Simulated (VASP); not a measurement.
Here is a VASP 6.6.1 calculation.

Contents of INCAR:

```
SYSTEM = Si2W
PREC     = Accurate       ! precision mode
ENCUT    = 520            ! plane-wave cutoff, eV
EDIFF    = 1E-7           ! SCF threshold, eV
ISMEAR   = 0              ! smearing method
SIGMA    = 0.03           ! smearing width, eV
LREAL    = .False.        ! projectors in reciprocal space
LASPH    = .True.         ! aspherical terms in the spheres
NELM     = 60             ! most SCF steps
ALGO     = Normal         ! electronic algorithm
ISIF     = 2              ! what is computed and relaxed
LWAVE    = .False.        ! write WAVECAR
LCHARG   = .False.        ! write CHGCAR
GGA      = PE             ! functional
NBANDS   = 43             ! bands
```

Contents of KPOINTS:

```
regular mesh
0
Gamma
  9 9 6
  0 0 0
```

The input POSCAR:

```
Si2W
1.0
    4.5661651910      0.0000000000      0.0000000000
   -2.2830825955      3.9544150533      0.0000000000
    0.0000000000      0.0000000000      6.7880611730
Si W
6 3
Direct
    0.8175753463      0.6351506926      0.5000000000
    0.1824246537      0.8175753463      0.8333333333
    0.6351506926      0.8175753463      0.1666666667
    0.1824246537      0.3648493074      0.5000000000
    0.8175753463      0.1824246537      0.8333333333
    0.3648493074      0.1824246537      0.1666666667
    0.0000000000      0.5000000000      0.1666666667
    0.5000000000      0.5000000000      0.8333333333
    0.5000000000      0.0000000000      0.5000000000
```

Potentials or basis: VASP PAW PBE potentials, release 64 (Si, W_sv).

Command:

```sh
$ cat potpaw_PBE.64/Si/POTCAR potpaw_PBE.64/W_sv/POTCAR > POTCAR
$ mpirun -np 1 vasp_std > vasp.out
```

Q: Predict the pressure.

A: 3.7 GPa.

Q: Predict the largest force.

A: 2.312 eV/Å.

Q: What does it give for the band gap on the k mesh?

A: 0.41 eV (least direct gap 0.80 eV).

Forces on the atoms (eV/Å):
```
Si   0.000  2.312  0.000
Si  -2.002  1.156  0.000
Si   2.002  1.156  0.000
Si   0.000 -2.312  0.000
Si   2.002 -1.156  0.000
Si  -2.002 -1.156  0.000
W    0.000  0.000  0.000
W    0.000  0.000  0.000
W    0.000  0.000  0.000
```

Caveat: the cell stands under pressure; spin-orbit coupling is left out, which moves the levels of the heavy elements; an odd mesh through Γ misses points on the zone boundary, where band edges can lie; forces of over 1 eV/Å act on the atoms, so gaps and moduli don't describe the material at rest.
